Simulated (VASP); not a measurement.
Set up this calculation in VASP 6.6.1, as the native input.

- Task: single point
- Functional: PBE
- Dispersion: D3(BJ)
- Potentials or basis: VASP PAW PBE potentials, release 64 (Si, F)
- Cutoff: 520 eV
- k mesh: 3 × 3 × 1
- Occupations: gaussian, width 0.05 eV
- Spin: no spin polarisation
- Dipole correction: yes
- Further INCAR settings: LREAL = Auto; ALGO = Normal; EDIFF = 1e-06; NBANDS = 62

The structure of Si4F lies in POSCAR:

```
Si4F
1.0
    7.6671877233      0.0000000000      0.0000000000
   -3.8335938617      6.6399793440      0.0000000000
    0.0000000000      0.0000000000     25.8606453509
Si F
16 4
Direct
    0.6666666667      0.3333333333      0.3721678198
    0.6666666667      0.8333333333      0.3721678198
    0.1666666667      0.3333333333      0.3721678198
    0.1666666667      0.8333333333      0.3721678198
    0.5000000000      0.5000000000      0.4024272763
    0.5000000000      0.0000000000      0.4024272763
    0.0000000000      0.5000000000      0.4024272763
    0.0000000000      0.0000000000      0.4024272763
   -0.0114709531      0.5114183882      0.4915348100
   -0.0113938354     -0.0224904593      0.4915238483
    0.5225402101      0.5116341936      0.4915267519
    0.4997610479      0.0002860712      0.4985649700
    0.8332194536      0.6668124813      0.5387465491
    0.8500807305      0.1751705806      0.5228172648
    0.3247477223      0.6499693005      0.5228404167
    0.3247488853      0.1754341308      0.5228265536
    0.6618770393      0.3253296128      0.3096079534
    0.6633910337      0.8378605408      0.3096021923
    0.1666215417      0.3315112750      0.3095303037
    0.1745569770      0.8387185909      0.3096078291
```

One way to write it, as run:

INCAR

```
SYSTEM = Si4F
  ALGO = Normal
  DIPOL = 0.5 0.5 0.421
  EDIFF = 1E-6
  ENCUT = 520
  GGA = PE
  IDIPOL = 3
  ISIF = 2
  ISMEAR = 0
  IVDW = 12
  LASPH = .TRUE.
  LCHARG = .FALSE.
  LDIPOL = .TRUE.
  LREAL = Auto
  LWAVE = .FALSE.
  NBANDS = 62
  NELM = 60
  PREC = Accurate
  SIGMA = 0.05
```

KPOINTS

```
k-points
0
G
  3 3 1
  0 0 0
```

Potentials or basis: VASP PAW PBE potentials, release 64 (Si, F).

The run is started by

```console
$ cat potpaw_PBE.64/Si/POTCAR potpaw_PBE.64/F/POTCAR > POTCAR
$ mpirun -np 1 vasp_std > vasp.out
```

It gave:

```
Largest force              : 0.902 eV/Å
Band gap on the k mesh     : zero (bands 46 and 47 overlap by 0.01 eV)
Dispersion energy per atom : -0.199 eV
```

Wall time 25 min on 1 thread of AMD EPYC 7R13 Processor (Zen 3), on a shared host, peak memory 1.3 GiB.
